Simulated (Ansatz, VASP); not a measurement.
**B5Pt in VASP and in Ansatz**

```
B Pt
1.0
     5.77948    0.00000    0.00000
    -2.88974    5.00517    0.00000
     0.00000    0.00000    2.25231
B Pt
5 1
Direct
  0.33333 0.66667 0.50000
  0.66667 0.33333 0.50000
  0.50000 0.00000 0.50000
  0.00000 0.50000 0.50000
  0.50000 0.50000 0.50000
  0.00000 0.00000 0.00000
```

Alike in both runs: functional PBE; k mesh 6 × 6 × 4; occupations gaussian, width 0.1 eV; no spin polarisation.

Ansatz relaxed the structure, and its values are those at the end. VASP's run is a single point on that final structure, the one shown.

```csv
,VASP,Ansatz
version,VASP 6.6.1,Ansatz 0.2.0
potentials or method,"VASP PAW PBE potentials, release 64 (B, Pt), cutoff 520 eV","scalar-relativistic, plane waves, PAW"
valence electrons in the cell,25,33
```

|  | VASP | Ansatz | Ansatz less VASP |
| --- | --- | --- | --- |
| gap on the k mesh at the Fermi level (eV) | none | none | - |
| pressure (GPa) | -0.4 | 0.1 | +0.53 |

A gap of «none» marks a metal or a gap that the smearing closes. VASP's potentials hold 25 valence electrons a cell and Ansatz's 33, so a difference there can come from the potentials and not from the codes.

The k mesh is coarse, so the values compare programs but aren't converged. Spin-orbit coupling is off throughout.
